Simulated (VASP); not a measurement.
The system is Al3Pd.

```
CELL_PARAMETERS angstrom
3.92042 0.00000 0.00000
0.00000 3.92042 0.00000
0.00000 0.00000 3.92042
ATOMIC_POSITIONS crystal
Pd 0.00000 0.00000 0.00000
Al 0.50000 0.50000 0.00000
Al 0.50000 0.00000 0.50000
Al 0.00000 0.50000 0.50000
```

Base run:

```yaml
Program: VASP 6.6.1
Functional: PBE
Potentials_or_basis: VASP PAW PBE potentials, release 64 (Pd, Al)
Cutoff: 500 eV
k_mesh: 7 × 7 × 7
Occupations: fermi-dirac, width 0.05 eV
Spin: no spin polarisation
```

Its results: band gap on the k mesh zero (an odd number of electrons rules out a gap without spin polarisation); pressure 3.8 GPa.

The run is repeated on the same cell with these changes: functional from PBE to r2SCAN; cutoff from 500 eV to 550 eV. What comes out?

Band gap on the k mesh zero (an odd number of electrons rules out a gap without spin polarisation); pressure 0.3 GPa.

Caveats: the cell stands under pressure (at least some runs); the PAW data sets were made with another functional, which shifts forces and pressure a little (at least some runs).
